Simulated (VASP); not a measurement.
Set up this calculation in VASP 6.6.1, as the native input.

```
Task                   : single point
Functional             : PBE
Potentials or basis    : VASP PAW PBE potentials, release 64 (Si)
Cutoff                 : 520 eV
k mesh                 : 10 × 10 × 10
Occupations            : gaussian, width 0.05 eV
Spin                   : no spin polarisation
Dipole correction      : no
Further INCAR settings : ALGO = Normal; EDIFF = 1e-06; NBANDS = 11
```

The structure of Si lies in POSCAR:

```
Si
1.0
    0.0000000000      2.7846047332      2.3212465056
    2.7846047332      0.0000000000      2.3212465056
    2.7846047332      2.7846047332      0.0000000000
Si
2
Direct
    0.5000000000      0.5000000000      0.5000000000
    0.7500000000      0.7500000000      0.7500000000
```

This cell differs from its parent crystal: volume 17.999 Å^3 an atom, c/a of the conventional cell 0.8336.

One way to write it, as run:

INCAR

```
SYSTEM = Si
PREC = Accurate
ENCUT = 520
EDIFF = 1E-6
ISMEAR = 0
SIGMA = 0.05
LREAL = .FALSE.
LASPH = .TRUE.
NELM = 80
ALGO = Normal
ISIF = 2
LWAVE = .FALSE.
LCHARG = .FALSE.
GGA = PE
NBANDS = 11
```

KPOINTS

```
Automatic mesh
0
G
  10 10 10
  0 0 0
```

Potentials or basis: VASP PAW PBE potentials, release 64 (Si).

Command:

```sh
$ cat potpaw_PBE.64/Si/POTCAR > POTCAR
$ mpirun -np 1 vasp_std > vasp.out
```

Results of the run:

| Property | Result |
| --- | --- |
| Pressure | 12.5 GPa |
| Band gap on the k mesh | zero (band 4 reaches 7.74 eV, above the bottom of band 5 at 6.23 eV) |

Run time: 53 s on 1 thread of Intel Xeon 6975P-C, on a shared host, peak memory 0.17 GiB.
